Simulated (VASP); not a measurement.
Al7C6N7, 20 atoms in the cell. The cell holds an amorphous packing of atoms, 20 atoms: a = 5.907 Å, b = 6.145 Å, c = 6.089 Å, α = 87.13°, β = 94.69°, γ = 86.17°. 

- Program: VASP 6.6.1
- Task: single point
- Functional: PBE
- Potentials or basis: VASP PAW PBE potentials, release 64 (C, Al, N)
- Cutoff: 520 eV
- k mesh: 1 × 1 × 1, shifted
- Occupations: fermi-dirac, width 0.1379 eV
- Spin: no spin polarisation
- Dipole correction: no
- Further INCAR settings: LREAL = Auto; ALGO = Normal; EDIFF = 1e-06; NBANDS = 56; ISYM = 0

Potentials or basis: VASP PAW PBE potentials, release 64 (C, Al, N).

Run with:

```sh
$ cat potpaw_PBE.64/C/POTCAR potpaw_PBE.64/Al/POTCAR potpaw_PBE.64/N/POTCAR > POTCAR
$ mpirun -np 1 vasp_std > vasp.out
```

Hardware: 1 thread of Intel(R) Xeon(R) Platinum 8375C CPU @ 2.90GHz (Ice Lake), with other jobs on the host.

Task: How long does it take, and how much memory?

Result: Run time: 32 s on 1 thread of Intel(R) Xeon(R) Platinum 8375C CPU @ 2.90GHz (Ice Lake), with other jobs on the host, peak memory 0.32 GiB. Counts: scf iterations 17, k points 1.
